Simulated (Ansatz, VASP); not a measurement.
**TiH: VASP beside Ansatz**

```xyz
4
Lattice="2.9475 0.0000 0.0000 0.0000 2.9475 0.0000 0.0000 0.0000 4.5681" Properties=species:S:1:pos:R:3 pbc="T T T"
Ti    1.4737    0.0000    2.2841
Ti    0.0000    1.4737    0.0000
H     0.0000    0.0000    1.1420
H     0.0000    0.0000    3.4261
```

Alike in both runs: task single point; functional LDA; k mesh 5 × 5 × 3; no spin polarisation.

|  | VASP | Ansatz |
| --- | --- | --- |
| version | VASP 6.6.1 | Ansatz 0.2.0 |
| potentials or method | VASP PAW LDA potentials, release 64 (Ti_sv, H), cutoff 500 eV | plane waves, PAW |
| occupations | fermi-dirac, width 0.1 eV | fermi-dirac |
| valence electrons in the cell | 26 | 26 |

Ansatz gave:

- pressure (GPa): -6.7
- traceless stress, the component that is largest in VASP (GPa): 0.63

Task: Estimate VASP's values.

Result: Pressure (GPa): -6.7; traceless stress, the component that is largest in VASP (GPa): 0.68.

LDA's correlation is that of Perdew and Zunger in VASP and of Perdew and Wang (1992) in Ansatz. Ansatz's warnings: stress scf threshold loose.

The k mesh is coarse, so the values compare programs but aren't converged.
